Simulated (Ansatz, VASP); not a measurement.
## One calculation of TiO2, two programs

INCAR

```
SYSTEM = TiO2
  PREC = Accurate
  ENCUT = 520
  EDIFF = 1E-6
  ISMEAR = 0
  SIGMA = 0.05
  LREAL = .FALSE.
  LASPH = .TRUE.
  NELM = 100
  ALGO = Normal
  ISIF = 2
  LWAVE = .FALSE.
  LCHARG = .TRUE.
  GGA = PS
  LELF = .TRUE.
  LVHAR = .TRUE.
  NBANDS = 33
```

Contents of KPOINTS:

```
regular mesh
0
G
  6 6 10
  0 0 0
```

POSCAR

```
TiO2
1.0
    4.5912476203      0.0000000000      0.0000000000
    0.0000000000      4.5912476203      0.0000000000
    0.0000000000      0.0000000000      2.9389940195
Ti O
2 4
Direct
    0.0050347814     -0.0050347814     -0.0128726454
    0.5000000000      0.5000000000      0.5000000000
    0.3044387440      0.3044387440      0.0000000000
    0.1955612560      0.8044387440      0.5000000000
    0.6955612560      0.6955612560      0.0000000000
    0.8044387440      0.1955612560      0.5000000000
```

Input for Ansatz:

```yaml
crystal:
  lattice:
    - [4.5912476203, 0.0, 0.0]
    - [0.0, 4.5912476203, 0.0]
    - [0.0, 0.0, 2.9389940195]
  atoms:
    - { symbol: Ti, position: [0.0050347814, -0.0050347814, -0.0128726454] }
    - { symbol: Ti, position: [0.5, 0.5, 0.5] }
    - { symbol: O, position: [0.304438744, 0.304438744, 0.0] }
    - { symbol: O, position: [0.195561256, 0.804438744, 0.5] }
    - { symbol: O, position: [0.695561256, 0.695561256, 0.0] }
    - { symbol: O, position: [0.804438744, 0.195561256, 0.5] }
basis:
  ecutwfc: 420
kpoints:
  mp_grid: { grid: [6, 6, 10] }
hamiltonian:
  xc: pbesol
scf:
  occupations: { method: gaussian, width: 0.05 }
output:
  forces: true
  stress: true
  eigenvalues: true
```

Alike in both runs: task single point; functional PBEsol; k mesh 6 × 6 × 10; occupations gaussian, width 0.05 eV; no spin polarisation.

|  | VASP | Ansatz |
| --- | --- | --- |
| version | VASP 6.6.1 | Ansatz 0.2.0 |
| potentials or method | VASP PAW PBE potentials, release 64 (Ti_sv, O), cutoff 520 eV | scalar-relativistic, plane waves, PAW |
| valence electrons in the cell | 48 | 48 |

```tsv
	VASP	Ansatz	Ansatz less VASP
gap on the k mesh at the Fermi level (eV)	1.84	1.87	+0.027
least direct gap on the mesh (eV)	1.84	1.87	+0.027
pressure (GPa)	0.8	0.2	-0.67
traceless stress, the component that is largest in VASP (GPa)	0.38	0.18	-0.202
rms of the force components (eV/Å)	0.206	0.203	-0.0037
```

VASP's potentials were made for PBE, not for PBEsol. Atom by atom the forces differ by 0.013 eV/Å (rms over components). The functional is the same, so the differences come from potentials, cutoffs and numerics.
